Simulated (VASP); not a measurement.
# HfS2 (P-3m1) in VASP: further runs

Runs on HfS2. Level: PBEsol+D3(BJ). Tasks: single point, relaxation of shape and atoms at fixed volume.

All numbers are computed with VASP 6.6.1; they aren't measurements. Logs are shortened: lines on timing, memory, paths and dates and some standing lists are left out, and cuts for length are marked.

## Step 1: The cell of the first run

It takes space group P-3m1 (No. 164, trigonal). The conventional cell has a = 3.547 Å, b = 3.547 Å, c = 5.578 Å, α = 90.00°, β = 90.00°, γ = 120.00°. Hf (site symmetry -3m) has 6 S at 2.52 Å within 3.3 Å. Within 3.3 Å of S (site symmetry 3m) lie 3 Hf at 2.52 Å.

## Step 2: Single point, PBEsol+D3(BJ)

INCAR

```
ALGO = Normal ; EDIFF = 1E-6
ENCUT = 500 ; GGA = PS
GGA_COMPAT = F ; ISIF = 2
ISMEAR = 0 ; IVDW = 12
LASPH = T ; LCHARG = F
LREAL = F ; LWAVE = F
NBANDS = 18 ; NELM = 120
PREC = Accurate ; SIGMA = 0.02
```

KPOINTS

```
k-points
0
Gamma
  12 12 6
```

POSCAR

```
HfS2
1.0
    3.5473188598      0.0000000000      0.0000000000
   -1.7736594299      3.0720682479      0.0000000000
    0.0000000000      0.0000000000      5.5779095738
Hf S
1 2
Direct
    0.0000000000      0.0000000000      0.0000000000
    0.6666666667      0.3333333333      0.7381210769
    0.3333333333      0.6666666667      0.2618789231
```

Potentials or basis: VASP PAW PBE potentials, release 64 (Hf_pv, S).

Run with:

```bash
$ cat potpaw_PBE.64/Hf_pv/POTCAR potpaw_PBE.64/S/POTCAR > POTCAR
$ mpirun -np 1 vasp_std > vasp.out
```

OUTCAR:

```text
EDIFF = 1E-6
   ENCUT = 500
   GGA = PS
   ISIF = 2
   ISMEAR = 0
   IVDW = 12
   LASPH = T
   LREAL = F
   NELM = 120
   PREC = Accurate
 IVDW          = 12

 ion  position               nearest neighbor table
   1  0.000  0.000  0.000-   2 2.52   3 2.52   3 2.52   2 2.52   2 2.52   3 2.52
   2  0.667  0.333  0.738-   1 2.52   1 2.52   1 2.52
   3  0.333  0.667  0.262-   1 2.52   1 2.52   1 2.52

  LATTYP: Found a hexagonal cell.
 ALAT       =     3.5473188598
 C/A-ratio  =     1.5724297122

  Lattice vectors:

 A1 = (   3.5473188598,   0.0000000000,   0.0000000000)
 A2 = (  -1.7736594299,   3.0720682479,   0.0000000000)
 A3 = (   0.0000000000,   0.0000000000,   5.5779095738)

Analysis of symmetry for initial positions (statically):
=====================================================================
 Subroutine PRICEL returns:
 Original cell was already a primitive cell.

 Routine SETGRP: Setting up the symmetry group for a
 hexagonal supercell.

 Subroutine GETGRP returns: Found 12 space group operations
 (whereof 12 operations were pure point group operations)
 out of a pool of 24 trial point group operations.

The static configuration has the point symmetry D_3d.

Analysis of symmetry for dynamics (positions and initial velocities):
=====================================================================
 Subroutine PRICEL returns:
 Original cell was already a primitive cell.

 Routine SETGRP: Setting up the symmetry group for a
 hexagonal supercell.

 Subroutine GETGRP returns: Found 12 space group operations
 (whereof 12 operations were pure point group operations)
 out of a pool of 24 trial point group operations.

The dynamic configuration has the point symmetry D_3d.

 Subroutine INISYM returns: Found 12 space group operations
 (whereof 12 operations are pure point group operations),
 and found     1 'primitive' translations

----------------------------------------------------------------------------------------

                                     Primitive cell

  volume of cell :      60.7859

  direct lattice vectors                    reciprocal lattice vectors
     3.547318860  0.000000000  0.000000000     0.281903048  0.162756801  0.000000000
    -1.773659430  3.072068248  0.000000000     0.000000000  0.325513602  0.000000000
     0.000000000  0.000000000  5.577909574     0.000000000  0.000000000  0.179278632

  length of vectors
     3.547318860  3.547318860  5.577909574     0.325513602  0.325513602  0.179278632

  position of ions in fractional coordinates (direct lattice)
     0.000000000  0.000000000  0.000000000
     0.666666667  0.333333333  0.738121077
     0.333333333  0.666666667  0.261878923

  ion indices of the primitive-cell ions
   primitive index   ion index
                 1           1
                 2           2
                 3           3

----------------------------------------------------------------------------------------

 KPOINTS: k-points

Automatic generation of k-mesh.
 Grid dimensions read from file:
 generate k-points for:   12   12    6

 Generating k-lattice:

  Cartesian coordinates                     Fractional coordinates (reciprocal lattice)
     0.023491921  0.013563067  0.000000000     0.083333333  0.000000000  0.000000000
     0.000000000  0.027126133  0.000000000     0.000000000  0.083333333  0.000000000
     0.000000000  0.000000000  0.029879772     0.000000000  0.000000000  0.166666667

  Length of vectors
     0.027126133  0.027126133  0.029879772

  Shift w.r.t. Gamma in fractional coordinates (k-lattice)
     0.000000000  0.000000000  0.000000000

 Subroutine IBZKPT returns following result:
 ===========================================

 Found    100 irreducible k-points:

 Following reciprocal coordinates:
            Coordinates               Weight
  0.000000  0.000000  0.000000      1.000000
  0.083333 -0.000000  0.000000      6.000000
  0.166667 -0.000000  0.000000      6.000000
  0.250000  0.000000  0.000000      6.000000
  0.333333 -0.000000  0.000000      6.000000
  0.416667 -0.000000  0.000000      6.000000
[... 16 lines left out ...]
  0.166667 -0.000000  0.166667      6.000000
  0.000000  0.166667  0.166667      6.000000
 [... further k-points ...]
   k-points           NKPTS =    100   k-points in BZ     NKDIM =    100   number of bands    NBANDS=     18
   number of dos      NEDOS =    301   number of ions     NIONS =      3
   total plane-waves  NPLWV =  32928
   dimension x,y,z NGX =    28 NGY =   28 NGZ =   42
   dimension x,y,z NGXF=    56 NGYF=   56 NGZF=   84
   ions per type =               1   2
   NGX,Y,Z   is equivalent  to a cutoff of  13.12, 13.12, 12.52 a.u.
   NGXF,Y,Z  is equivalent  to a cutoff of  26.24, 26.24, 25.04 a.u.
 SYSTEM =  unknown system
   PREC   = accura    normal or accurate (medium, high low for compatibility)
   ISTART =      0    job   : 0-new  1-cont  2-samecut
   ICHARG =      2    charge: 1-file 2-atom 10-const
   ISPIN  =      1    spin polarized calculation?
   LNONCOLLINEAR =      F non collinear calculations
   LSORBIT =      F    spin-orbit coupling
   LASPH  =      T    aspherical Exc in radial PAW
   ENCUT  =  500.0 eV  36.75 Ry    6.06 a.u.   6.47  6.47 10.17*2*pi/ulx,y,z
   NELM   =    120;   NELMIN=  2; NELMDL= -5     # of ELM steps
   EDIFF  = 0.1E-05   stopping-criterion for ELM
   LREAL  =      F    real-space projection
   EDIFFG = 0.1E-04   stopping-criterion for IOM
   NSW    =      0    number of steps for IOM
   IBRION =     -1    ionic relax: 0-MD 1-quasi-New 2-CG
   NFREE  =      0    steps in history (QN), initial steepest desc. (CG)
   ISIF   =      2    stress and relaxation
   ISYM   =      2    0-nonsym 1-usesym 2-fastsym
   POTIM  = 0.5000    time-step for ionic-motion
   TEBEG  =    0.0;   TEEND  =   0.0 temperature during run
   PSTRESS=    0.0 pullay stress
   NELECT =      22.0000    total number of electrons
   NUPDOWN=      -1.0000    fix difference up-down
   EMIN   =  10.00;   EMAX   =-10.00  energy-range for DOS
   EFERMI =   0.00;   METHOD = LEGACY
   ISMEAR =     0;   SIGMA  =   0.02  broadening in eV -4-tet -1-fermi 0-gaus
   EFERMI_NEDOS =   21; number of points for ismear=-14 and -15
   IALGO  =     38    algorithm
   IMIX   =      4    mixing-type and parameters
     AMIX     =   0.40;   BMIX     =  1.00
     AMIX_MAG =   1.60;   BMIX_MAG =  1.00
  volume/ion in A,a.u.               =      20.26       136.73
  Fermi-wavevector in a.u.,A,eV,Ry     =   1.166670  2.204688 18.519162  1.361120
  Thomas-Fermi vector in A             =   2.303181
   LORBIT       =      0    0 simple, 1 ext, 2 COOP (PROOUT), +10 PAW based schemes
   GGA     = PS    functional components
   LHFCALC =     F    Hartree Fock is set to
   AEXX    =    0.0000 exact exchange contribution
   IVDW    =    12    specifies the selected vdW correction
   LEPSILON=     F    determine dielectric tensor
   LRPA    =     F    only Hartree local field effects (RPA)
 non-spin polarized calculation
 Gauss-broadening in eV      SIGMA  =   0.02
  energy-cutoff  :      500.00
  volume of cell :       60.79
 maximum number of plane-waves:      1574
 NGX is ok and might be reduce to    28
   NGX = 13   NGY = 13   NGZ = 21

 number of electron      22.0000000 magnetization

 Free energy of the ion-electron system (eV)
  ---------------------------------------------------
  ext. energy  EPLUGINS =         0.00000000
  ---------------------------------------------------
  free energy    TOTEN  =       -24.02883998 eV

  energy without entropy =      -24.02883998  energy(sigma->0) =      -24.02883998

 E-fermi :   4.6666     XC(G=0): -10.3800

 val. band max:        4.4756939435   @ k =   0.0000   0.0000   0.0000
 cond. band min:       4.9561275844   @ k =   0.5000   0.0000   0.5000
 fundamental gap:      0.4804336408
 Fermi energy:         4.6665766387

 k-point     1 :       0.0000    0.0000    0.0000
  band No.  band energies     occupation
      1     -26.3963      2.00000
      2     -26.2634      2.00000
      3     -26.2634      2.00000
      4      -9.3176      2.00000
      5      -7.2262      2.00000
      6      -1.2075      2.00000
[... 10 lines left out ...]
     17       9.6998      0.00000
     18       9.9493      0.00000

 k-point     2 :       0.0833   -0.0000    0.0000
  band No.  band energies     occupation
      1     -26.3928      2.00000
      2     -26.2808      2.00000
      3     -26.2673      2.00000
      4      -9.2271      2.00000
      5      -7.2437      2.00000
      6      -1.0929      2.00000
[... 10 lines left out ...]
     17      10.2997      0.00000
     18      10.5053      0.00000

 k-point     3 :       0.1667   -0.0000    0.0000
  band No.  band energies     occupation
      1     -26.3836      2.00000
      2     -26.3279      2.00000
      3     -26.2778      2.00000
      4      -8.9702      2.00000
      5      -7.2914      2.00000
      6      -0.7648      2.00000
[... 10 lines left out ...]
     17      11.1658      0.00000
     18      11.6960      0.00000

 k-point     4 :       0.2500    0.0000    0.0000
  band No.  band energies     occupation
      1     -26.3923      2.00000
      2     -26.3699      2.00000
      3     -26.2922      2.00000
      4      -8.5922      2.00000
      5      -7.3551      2.00000
      6      -0.2882      2.00000
[... 375 lines left out ...]
      4      -9.1449      2.00000
      5      -7.3990      2.00000
      6      -0.8206      2.00000
[... 10 lines left out ...]
     17      10.3643      0.00000
     18      11.0226      0.00000

 k-point    23 :       0.1667   -0.0000    0.1667
  band No.  band energies     occupation
      1     -26.3837      2.00000
      2     -26.3279      2.00000
      3     -26.2778      2.00000
      4      -8.8839      2.00000
      5      -7.4382      2.00000
      6      -0.5157      2.00000
[... 10 lines left out ...]
     17      11.5509      0.00000
     18      11.7309      0.00000

 k-point    24 :       0.0000    0.1667    0.1667
  band No.  band energies     occupation
      1     -26.3837      2.00000
      2     -26.3279      2.00000
      3     -26.2778      2.00000
      4      -8.8999      2.00000
      5      -7.4065      2.00000
      6      -0.6155      2.00000
[... 10 lines left out ...]
     17      11.1194      0.00000
     18      11.8812      0.00000

 [... further k-points ...]

------------------------ aborting loop because EDIFF is reached ----------------------------------------

 Edisp (eV)   -1.01062

 E8    (eV) :    -0.6675

  FORCE on cell =-STRESS in cart. coord.  units (eV):
  Direction    XX          YY          ZZ          XY          YZ          ZX
  --------------------------------------------------------------------------------------
  -------------------------------------------------------------------------------------
  Total      -0.17968    -0.17968    -0.16101     0.00000     0.00000    -0.00000
  in kB      -4.73609    -4.73609    -4.24383     0.00000     0.00000    -0.00000
  external pressure =       -4.57 kB  Pullay stress =        0.00 kB

 VOLUME and BASIS-vectors are now :
 -----------------------------------------------------------------------------
  energy-cutoff  :      500.00
  volume of cell :       60.79
      direct lattice vectors                 reciprocal lattice vectors
     3.547318860  0.000000000  0.000000000     0.281903048  0.162756801  0.000000000
    -1.773659430  3.072068248  0.000000000     0.000000000  0.325513602  0.000000000
     0.000000000  0.000000000  5.577909574     0.000000000  0.000000000  0.179278632

 POSITION                                       TOTAL-FORCE (eV/Angst)
 -----------------------------------------------------------------------------------
      0.00000      0.00000      0.00000         0.000000      0.000000      0.000000
      1.77366      1.02402      4.11717        -0.000000     -0.000000      0.053092
     -0.00000      2.04805      1.46074         0.000000      0.000000     -0.053092
 -----------------------------------------------------------------------------------
    total drift:                                0.000000     -0.000000     -0.000000

  FREE ENERGIE OF THE ION-ELECTRON SYSTEM (eV)
  ---------------------------------------------------
  free  energy   TOTEN  =       -25.0394618699 eV

  energy  without entropy=      -25.0394618699  energy(sigma->0) =      -25.03946187
```

It took 87 s on 1 thread of Intel Xeon 6975P-C, shared host; peak memory 0.25 GiB.

What came out:

```yaml
Free_energy: -25.0395 eV
Pressure: -0.5 GPa
Largest_force: 0.053 eV/Å
Band_gap_on_the_k_mesh: 0.48 eV, indirect (least direct gap 1.52 eV)
Dispersion_energy_per_atom: -0.337 eV
```

Forces in eV/Å, atoms in the order of the input:
```
Hf   0.000  0.000  0.000
S    0.000  0.000  0.053
S    0.000  0.000 -0.053
```

Caveat: the PAW data sets were made with another functional, which shifts forces and pressure a little; spin-orbit coupling is left out, which moves the levels of the heavy elements.

(Continued in part 2 of 2.)
